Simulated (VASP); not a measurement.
Input of a VASP 6.6.1 run:

INCAR

```
SYSTEM = NaLaMgTeO6
ALGO = Normal ; EDIFF = 1E-6
ENCUT = 520 ; GGA = PS
ISIF = 2 ; ISMEAR = -1
LASPH = .TRUE. ; LCHARG = .FALSE.
LREAL = Auto ; LWAVE = .FALSE.
NBANDS = 78 ; NELM = 100
PREC = Accurate ; SIGMA = 0.05
```

KPOINTS

```
k-points
0
G
  2 2 1
  0 0 0
```

Contents of POSCAR:

```
NaLaMgTeO6
1.0
    1.6263440000      2.8538620000      4.6749780000
    1.6263440000     -2.8538620000      4.6749780000
    9.8839480000      0.0000000000      0.0000000000
Na La Mg Te O
2 2 2 2 12
Direct
    0.3331869162      0.4144101848      0.8721464278
    0.8694940071      0.9140651882      0.3944799390
    0.1438995536      0.1294279358      0.6193552898
    0.6309731189      0.6494393237      0.1124154950
    0.0035363550     -0.0202209255      1.0070606251
    0.4956803401      0.5213297934      0.4955602429
    0.2622700771      0.2342028475      0.2496435876
    0.7400111915      0.7437604968      0.7471889590
    0.4026107698      0.9054381665      0.3879484656
    0.5847067247      0.0832108570      0.1067120394
    0.1103373127      0.5676124017      0.1164636388
    0.9483322094      0.3471819085      0.4096084264
    0.0671112328      0.1095099192      0.1768780298
    0.4207565977      0.3915680806      0.3220252305
    0.8618828400      0.4232141167      0.8981219119
    0.0752996305      0.5779868663      0.6176207550
    0.5630097617      0.0963088490      0.6292142708
    0.4155487052      0.8521150143      0.9062818537
    0.5505584354      0.6217251561      0.6732090876
    0.9040568145      0.9039516938      0.8141945112
```

Potentials or basis: VASP PAW PBE potentials, release 64 (Na_pv, La, Mg, Te, O).

Launch:

```bash
$ cat potpaw_PBE.64/Na_pv/POTCAR potpaw_PBE.64/La/POTCAR potpaw_PBE.64/Mg/POTCAR potpaw_PBE.64/Te/POTCAR potpaw_PBE.64/O/POTCAR > POTCAR
$ mpirun -np 1 vasp_std > vasp.out
```

Task: What does it give for the pressure?

Result: -5.5 GPa.

Task: Estimate the largest force.

Result: 2.256 eV/Å.

Stress tensor (GPa, compression positive):
```
-7.09 -0.01  1.60
-0.01 -3.86 -1.32
 1.60 -1.32 -5.59
```

Caveat: the k points lie up to 0.67 Å⁻¹ apart; the PAW data sets were made with another functional, which shifts forces and pressure a little.
